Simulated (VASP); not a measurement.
Input of a VASP 6.6.1 run:

Contents of INCAR:

```
ALGO = Normal
EDIFF = 1E-8
ENCUT = 520
GGA = PS
IBRION = 8
ISIF = 2
ISMEAR = 0
LASPH = True
LCHARG = False
LREAL = False
LWAVE = False
NELM = 100
NSW = 1
PREC = Accurate
SIGMA = 0.15
```

KPOINTS

```
k-points
0
Gamma
  18 18 14
```

Contents of POSCAR:

```
Cu
1.0
    0.0000000000     -1.8075000000     -1.8075000000
    0.0000000000      1.8075000000     -1.8075000000
    3.6150000000      0.0000000000      0.0000000000
Cu
2
Direct
    0.5000000000      0.5000000000      0.5000000000
    0.0000000000      0.0000000000      0.0000000000
```

Potentials or basis: VASP PAW PBE potentials, release 64 (Cu).

Launch:

```sh
$ cat potpaw_PBE.64/Cu/POTCAR > POTCAR
$ mpirun -np 1 vasp_std > vasp.out
```

Task: Estimate the highest phonon frequency at Γ.

Result: 233 cm⁻¹.

Phonon frequencies in cm⁻¹ (negative: imaginary):
| q point | frequencies |
| --- | --- |
| (0.000, 0.000, 0.000) | 0 0 0 166 166 233 |

Caveat: the cell stands under pressure or tension, which shifts response properties.
